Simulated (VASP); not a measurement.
Set up this calculation in VASP 6.6.1, as the native input.

```yaml
Task: single point
Functional: PBE
Potentials_or_basis: VASP PAW PBE potentials, release 64 (Bi_d, Te)
Cutoff: 520 eV
k_mesh: 16 × 16 × 16
Occupations: gaussian, width 0.15 eV
Spin: no spin polarisation
Dipole_correction: no
Further_INCAR_settings: ALGO = Normal; EDIFF = 1e-06; NBANDS = 18
```

The structure of BiTe lies in POSCAR:

```
BiTe
1.0
    0.0000000000      3.1536583361      3.1536583361
    3.1536583361      0.0000000000      3.1536583361
    3.1536583361      3.1536583361      0.0000000000
Bi Te
1 1
Direct
    0.0000000000      0.0000000000      0.0000000000
    0.5000000000      0.5000000000      0.5000000000
```

This cell differs from its parent crystal: strain -0.030 along x and y, -0.030 along z.

The input as run:

INCAR

```
SYSTEM = BiTe
  PREC = Accurate
  ENCUT = 520
  EDIFF = 1E-6
  ISMEAR = 0
  SIGMA = 0.15
  LREAL = .FALSE.
  LASPH = .TRUE.
  NELM = 100
  ALGO = Normal
  ISIF = 2
  LWAVE = .FALSE.
  LCHARG = .FALSE.
  GGA = PE
  NBANDS = 18
```

KPOINTS

```
Automatic mesh
0
G
  16 16 16
  0 0 0
```

Potentials or basis: VASP PAW PBE potentials, release 64 (Bi_d, Te).

The run is started by

```console
$ cat potpaw_PBE.64/Bi_d/POTCAR potpaw_PBE.64/Te/POTCAR > POTCAR
$ mpirun -np 1 vasp_std > vasp.out
```

Results of the run:

The pressure is 5.3 GPa. The band gap on the k mesh is zero (an odd number of electrons rules out a gap without spin polarisation).

Caveat: the cell differs from its parent crystal (strain -0.030 along x and y, -0.030 along z); the cell stands under pressure; spin-orbit coupling is left out, which moves the levels of the heavy elements; an odd number of electrons without spin polarisation forces a metal; a magnetic or distorted state may lie lower.

Wall time 80 s on 1 thread of AMD EPYC 9R45 96-Core Processor (Zen 5) (shared host), peak memory 0.29 GiB.
